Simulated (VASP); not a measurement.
A run of VASP 6.6.1 is set up as follows.

File INCAR:

```
SYSTEM = Si
PREC = Accurate ; ENCUT = 520
EDIFF = 1E-6 ; ISMEAR = 0
SIGMA = 0.05 ; LREAL = Auto
LASPH = .True. ; NELM = 100
ALGO = Normal ; ISIF = 2
LWAVE = .False. ; LCHARG = .False.
GGA = CA ; NBANDS = 48
```

Contents of KPOINTS:

```
regular mesh
0
Gamma
  2 2 2
  0 0 0
```

The input POSCAR:

```
Si
1.0
    0.0000000000      5.4300000000      5.4300000000
    5.4300000000      0.0000000000      5.4300000000
    5.4300000000      5.4300000000      0.0000000000
Si
17
Direct
    0.0002324002      0.0005085665      0.0002368159
    0.1234237967      0.1234860798      0.1234249037
   -0.0031314747     -0.0030722665      0.5034379281
    0.1230538424      0.1232037151      0.6310029680
   -0.0031077835      0.5035365682     -0.0031069731
    0.1230335340      0.6313030646      0.1230357721
   -0.0032390650      0.5033881634      0.5032031335
    0.1260944469      0.6247682395      0.6247065450
    0.5034365217     -0.0030727228     -0.0031310515
    0.6309986053      0.1232041918      0.1230565433
    0.5031938523     -0.0031083019      0.5031964897
    0.6247026513      0.1261041749      0.6247036472
    0.5032003423      0.5033879684     -0.0032370817
    0.6247055440      0.6247681662      0.1260945652
    0.4999855208      0.4999998504      0.4999858544
    0.6245712814      0.6246971246      0.6245731775
    1.2502223839      0.2505264177      0.2502271428
```

Potentials or basis: VASP PAW LDA potentials, release 64 (Si).

Run with:

```bash
$ cat potpaw_LDA.64/Si/POTCAR > POTCAR
$ mpirun -np 1 vasp_std > vasp.out
```

Question: What does it give for the band gap on the k mesh?

Answer: Zero (bands 34 and 35 overlap by 0.24 eV).

Question: Estimate the largest force.

Answer: 0.032 eV/Å.

Forces in eV/Å, atoms in the order of the input:
```
Si   0.003  0.001  0.003
Si  -0.015 -0.016 -0.015
Si   0.000 -0.001  0.020
Si   0.006  0.004 -0.002
Si  -0.001  0.018 -0.001
Si   0.003  0.000  0.003
Si  -0.015  0.002  0.000
Si  -0.020  0.018  0.016
Si   0.020 -0.001  0.000
Si  -0.002  0.004  0.006
Si   0.002 -0.013  0.002
Si   0.017 -0.021  0.017
Si   0.000  0.002 -0.015
Si   0.016  0.018 -0.020
Si   0.001  0.000  0.001
Si  -0.016 -0.016 -0.016
Si   0.001  0.002  0.001
```

Caveat: the k points lie up to 0.50 Å⁻¹ apart.
